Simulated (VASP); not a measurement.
# ZnSiP2 (I-42d) in VASP: notebook, part 2 of 3

VASP 6.6.1. The steps go on from the part before.

## (3) Single point, PBE

This run uses another cell than the first one, of 18.92 Å³/atom.

Contents of INCAR:

```
SYSTEM = ZnSiP2
  ALGO = Normal
  EDIFF = 1E-6
  ENCUT = 500
  GGA = PE
  GGA_COMPAT = .FALSE.
  ISIF = 2
  ISMEAR = -1
  LASPH = .TRUE.
  LCHARG = .FALSE.
  LREAL = .FALSE.
  LWAVE = .FALSE.
  NBANDS = 36
  NELM = 120
  PREC = Accurate
  SIGMA = 0.02
```

Contents of KPOINTS:

```
k-points
0
G
  6 6 6
  0 0 0
```

Contents of POSCAR:

```
ZnSiP2
1.0
   -2.6884958316      2.6884958316      5.2338440611
    2.6884958316     -2.6884958316      5.2338440611
    2.6884958316      2.6884958316     -5.2338440611
Zn P Si
2 4 2
Direct
    0.0000000000      0.0000000000      0.0000000000
    0.7500000000      0.2500000000      0.5000000000
    0.3750000000      0.3918255999      0.5168255999
    0.1418255999      0.6250000000      0.0168255999
    0.8750000000      0.8581744001      0.4831744001
    0.6081744001      0.1250000000     -0.0168255999
    0.5000000000      0.5000000000      0.0000000000
    0.2500000000      0.7500000000      0.5000000000
```

Potentials or basis: VASP PAW PBE potentials, release 64 (Zn, P, Si).

The run is started by

```bash
cat potpaw_PBE.64/Zn/POTCAR potpaw_PBE.64/P/POTCAR potpaw_PBE.64/Si/POTCAR > POTCAR
mpirun -np 1 vasp_std > vasp.out
```

OUTCAR:

```text
SYSTEM = ZnSiP2
   EDIFF = 1E-6
   ENCUT = 500
   GGA = PE
   ISIF = 2
   ISMEAR = -1
   LASPH = .TRUE.
   LREAL = .FALSE.
   NELM = 120
   PREC = Accurate

 ion  position               nearest neighbor table
   1  0.000  0.000  0.000-   3 2.36   4 2.36   6 2.36   5 2.36
   2  0.750  0.250  0.500-   4 2.36   3 2.36   5 2.36   6 2.36
   3  0.375  0.392  0.517-   7 2.26   8 2.26   2 2.36   1 2.36
   4  0.142  0.625  0.017-   7 2.26   8 2.26   1 2.36   2 2.36
   5  0.875  0.858  0.483-   8 2.26   7 2.26   1 2.36   2 2.36
   6  0.608  0.125  0.983-   7 2.26   8 2.26   2 2.36   1 2.36
   7  0.500  0.500  0.000-   6 2.26   4 2.26   5 2.26   3 2.26
   8  0.250  0.750  0.500-   5 2.26   4 2.26   3 2.26   6 2.26

  LATTYP: Found a body centered tetragonal cell.
 ALAT       =     5.3769916632
 C/A-ratio  =     1.9467555053

  Lattice vectors:

 A1 = (  -2.6884958316,   2.6884958316,   5.2338440611)
 A2 = (   2.6884958316,  -2.6884958316,   5.2338440611)
 A3 = (   2.6884958316,   2.6884958316,  -5.2338440611)

Analysis of symmetry for initial positions (statically):
=====================================================================
 Subroutine PRICEL returns:
 Original cell was already a primitive cell.

 Routine SETGRP: Setting up the symmetry group for a
 body centered tetragonal supercell.

 Subroutine GETGRP returns: Found  8 space group operations
 (whereof  4 operations were pure point group operations)
 out of a pool of 16 trial point group operations.

The static configuration has the point symmetry S_4 .
 The point group associated with its full space group is D_2d.

Analysis of symmetry for dynamics (positions and initial velocities):
=====================================================================
 Subroutine PRICEL returns:
 Original cell was already a primitive cell.

 Routine SETGRP: Setting up the symmetry group for a
 body centered tetragonal supercell.

 Subroutine GETGRP returns: Found  8 space group operations
 (whereof  4 operations were pure point group operations)
 out of a pool of 16 trial point group operations.

The dynamic configuration has the point symmetry S_4 .
 The point group associated with its full space group is D_2d.

 Subroutine INISYM returns: Found  8 space group operations
 (whereof  4 operations are pure point group operations),
 and found     1 'primitive' translations

----------------------------------------------------------------------------------------

                                     Primitive cell

  volume of cell :     151.3211

  direct lattice vectors                    reciprocal lattice vectors
    -2.688495832  2.688495832  5.233844061     0.000000000  0.185977599  0.095532078
     2.688495832 -2.688495832  5.233844061     0.185977599  0.000000000  0.095532078
     2.688495832  2.688495832 -5.233844061     0.185977599  0.185977599  0.000000000

  length of vectors
     6.469091384  6.469091384  6.469091384     0.209079041  0.209079041  0.263012043

  position of ions in fractional coordinates (direct lattice)
     0.000000000  0.000000000  0.000000000
     0.750000000  0.250000000  0.500000000
[... 47 lines left out ...]
  0.166667  0.000000  0.000000      8.000000
  0.333333  0.000000  0.000000      8.000000
  0.500000 -0.000000  0.000000      4.000000
  0.166667  0.166667  0.000000      8.000000
  0.333333  0.166667  0.000000     16.000000
[... 16 lines left out ...]
 -0.333333 -0.333333  0.166667      8.000000
 -0.166667 -0.333333  0.166667      8.000000
 [... further k-points ...]
   k-points           NKPTS =     30   k-points in BZ     NKDIM =     30   number of bands    NBANDS=     36
   number of dos      NEDOS =    301   number of ions     NIONS =      8
   total plane-waves  NPLWV = 110592
   dimension x,y,z NGX =    48 NGY =   48 NGZ =   48
   dimension x,y,z NGXF=    96 NGYF=   96 NGZF=   96
   ions per type =               2   4   2
   NGX,Y,Z   is equivalent  to a cutoff of  12.34, 12.34, 12.34 a.u.
   NGXF,Y,Z  is equivalent  to a cutoff of  24.67, 24.67, 24.67 a.u.
 SYSTEM =  ZnSiP2
   PREC   = accura    normal or accurate (medium, high low for compatibility)
   ISTART =      0    job   : 0-new  1-cont  2-samecut
   ICHARG =      2    charge: 1-file 2-atom 10-const
   ISPIN  =      1    spin polarized calculation?
   LNONCOLLINEAR =      F non collinear calculations
   LSORBIT =      F    spin-orbit coupling
   LASPH  =      T    aspherical Exc in radial PAW
   ENCUT  =  500.0 eV  36.75 Ry    6.06 a.u.  11.79 11.79 11.79*2*pi/ulx,y,z
   NELM   =    120;   NELMIN=  2; NELMDL= -5     # of ELM steps
   EDIFF  = 0.1E-05   stopping-criterion for ELM
   LREAL  =      F    real-space projection
   EDIFFG = 0.1E-04   stopping-criterion for IOM
   NSW    =      0    number of steps for IOM
   IBRION =     -1    ionic relax: 0-MD 1-quasi-New 2-CG
   NFREE  =      0    steps in history (QN), initial steepest desc. (CG)
   ISIF   =      2    stress and relaxation
   ISYM   =      2    0-nonsym 1-usesym 2-fastsym
   POTIM  = 0.5000    time-step for ionic-motion
   TEBEG  =    0.0;   TEEND  =   0.0 temperature during run
   PSTRESS=    0.0 pullay stress
   NELECT =      52.0000    total number of electrons
   NUPDOWN=      -1.0000    fix difference up-down
   EMIN   =  10.00;   EMAX   =-10.00  energy-range for DOS
   EFERMI =   0.00;   METHOD = LEGACY
   ISMEAR =    -1;   SIGMA  =   0.02  broadening in eV -4-tet -1-fermi 0-gaus
   EFERMI_NEDOS =   21; number of points for ismear=-14 and -15
   IALGO  =     38    algorithm
   IMIX   =      4    mixing-type and parameters
     AMIX     =   0.40;   BMIX     =  1.00
     AMIX_MAG =   1.60;   BMIX_MAG =  1.00
  volume/ion in A,a.u.               =      18.92       127.65
  Fermi-wavevector in a.u.,A,eV,Ry     =   1.146681  2.166914 17.890005  1.314878
  Thomas-Fermi vector in A             =   2.283365
   LORBIT       =      0    0 simple, 1 ext, 2 COOP (PROOUT), +10 PAW based schemes
   GGA     = PE    functional components
   LHFCALC =     F    Hartree Fock is set to
   AEXX    =    0.0000 exact exchange contribution
   IVDW    =     0    specifies the selected vdW correction
   LEPSILON=     F    determine dielectric tensor
   LRPA    =     F    only Hartree local field effects (RPA)
 non-spin polarized calculation
  energy-cutoff  :      500.00
  volume of cell :      151.32
 maximum number of plane-waves:      3860
   NGX = 23   NGY = 23   NGZ = 23

 number of electron      52.0000017 magnetization

 Free energy of the ion-electron system (eV)
  ---------------------------------------------------
  ext. energy  EPLUGINS =         0.00000000
  ---------------------------------------------------
  free energy    TOTEN  =       -37.18370931 eV

  energy without entropy =      -37.18370931  energy(sigma->0) =      -37.18370931

 E-fermi :   5.0348     XC(G=0):  -9.8012

 val. band max:        4.6317968555   @ k =   0.0000   0.0000   0.0000
 cond. band min:       5.9471291362   @ k =   0.0000   0.0000   0.0000
 fundamental gap:      1.3153322807
 Fermi energy:         5.0347808838

 k-point     1 :       0.0000    0.0000    0.0000
  band No.  band energies     occupation
      1      -8.4121      2.00000
      2      -5.4796      2.00000
      3      -5.4731      2.00000
      4      -5.4731      2.00000
      5      -3.9548      2.00000
      6      -2.1721      2.00000
[... 925 lines left out ...]
     35       9.3719      0.00000
     36      10.0312      0.00000

 [... further k-points ...]

------------------------ aborting loop because EDIFF is reached ----------------------------------------

  FORCE on cell =-STRESS in cart. coord.  units (eV):
  Direction    XX          YY          ZZ          XY          YZ          ZX
  --------------------------------------------------------------------------------------
  -------------------------------------------------------------------------------------
  Total        1.8954933      1.8954933      1.8357552      0.0000000      0.0000000      0.0000000
  in kB       20.0693512     20.0693512     19.4368481      0.0000000      0.0000000      0.0000000
  external PRESSURE =      19.8585168 kB  Pullay stress =       0.0000000 kB

 VOLUME and BASIS-vectors are now :
 -----------------------------------------------------------------------------
  energy-cutoff  :      500.00
  volume of cell :      151.32
      direct lattice vectors                 reciprocal lattice vectors
    -2.688495832  2.688495832  5.233844061     0.000000000  0.185977599  0.095532078
     2.688495832 -2.688495832  5.233844061     0.185977599  0.000000000  0.095532078
     2.688495832  2.688495832 -5.233844061     0.185977599  0.185977599  0.000000000

 POSITION                                       TOTAL-FORCE (eV/Angst)
 -----------------------------------------------------------------------------------
      0.00000      0.00000      0.00000         0.000000      0.000000      0.000000
      0.00000      2.68850      2.61692        -0.000000      0.000000     -0.000000
      1.43472      1.34425      1.30846         0.014081      0.000000     -0.000000
      1.34425     -1.25378      3.92538         0.000000      0.014081     -0.000000
      1.25378      1.34425      6.54231        -0.014081      0.000000      0.000000
      1.34425      3.94227     -1.30846         0.000000     -0.014081      0.000000
      0.00000      0.00000      5.23384         0.000000      0.000000     -0.000000
      2.68850      0.00000      2.61692         0.000000      0.000000     -0.000000
 -----------------------------------------------------------------------------------
    total drift:                               -0.000001     -0.000001     -0.000003

  FREE ENERGIE OF THE ION-ELECTRON SYSTEM (eV)
  ---------------------------------------------------
  free  energy   TOTEN  =       -37.1837093147 eV

  energy  without entropy=      -37.1837093147  energy(sigma->0) =      -37.18370931
```

It took 4.1 min on 1 thread of Oxide Virtual Turin-like, shared host; peak memory 0.36 GiB.

Results:

| Item | Value |
| --- | --- |
| Free energy | -37.1837 eV |
| Pressure | 2.0 GPa |
| Largest force | 0.014 eV/Å |
| Band gap on the k mesh | 1.32 eV |

Forces in eV/Å, atoms in the order of the input:
```
Zn   0.000  0.000  0.000
Zn   0.000  0.000  0.000
P    0.014  0.000  0.000
P    0.000  0.014  0.000
P   -0.014  0.000  0.000
P    0.000 -0.014  0.000
Si   0.000  0.000  0.000
Si   0.000  0.000  0.000
```

## (4) Single point, LDA

This run uses another cell than the first one, of 18.92 Å³/atom.

Contents of INCAR:

```
  ALGO = Normal
  EDIFF = 1E-6
  ENCUT = 500
  GGA = CA
  GGA_COMPAT = F
  ISIF = 2
  ISMEAR = 0
  LASPH = T
  LCHARG = F
  LREAL = F
  LWAVE = F
  NBANDS = 36
  NELM = 120
  PREC = Accurate
  SIGMA = 0.01
```

Contents of KPOINTS:

```
k-points
0
Gamma
  6 6 6
```

POSCAR is that of step 3.

Potentials or basis: VASP PAW LDA potentials, release 64 (Zn, P, Si).

The run is started by

```bash
cat potpaw_LDA.64/Zn/POTCAR potpaw_LDA.64/P/POTCAR potpaw_LDA.64/Si/POTCAR > POTCAR
mpirun -np 1 vasp_std > vasp.out
```

Wall time 5 min (1 thread of Oxide Virtual Turin-like, shared host); peak memory 0.29 GiB.

Results (log left out):

| Quantity | Value |
| --- | --- |
| Free energy | -42.3365 eV |
| Pressure | -2.9 GPa |
| Largest force | 0.154 eV/Å |
| Band gap on the k mesh | 1.19 eV |

Forces in eV/Å, atoms in the order of the input:
```
Zn   0.000  0.000  0.000
Zn   0.000  0.000  0.000
P   -0.154  0.000  0.000
P    0.000 -0.154  0.000
P    0.154  0.000  0.000
P    0.000  0.154  0.000
Si   0.000  0.000  0.000
Si   0.000  0.000  0.000
```

Stress tensor (GPa, compression positive):
```
-2.98  0.00  0.00
 0.00 -2.98  0.00
 0.00  0.00 -2.78
```

Levels at points of the mesh, in eV from the valence-band top:
| k point | band 24 | band 25 | band 26 | band 27 | band 28 | band 29 |
| --- | --- | --- | --- | --- | --- | --- |
| (0.00, 0.00, 0.00) | -0.13 | -0.13 | 0.00 | 1.19 | 1.77 | 2.47 |
| (0.50, 0.00, 0.00) | -1.78 | -1.47 | -0.81 | 2.68 | 2.80 | 2.91 |
| (0.50, 0.50, 0.00) | -1.05 | -0.56 | -0.56 | 1.87 | 1.87 | 3.06 |
| (0.50, 0.50, 0.50) | -1.90 | -1.14 | -1.14 | 1.41 | 1.41 | 1.61 |

[end of part 2 of 3]
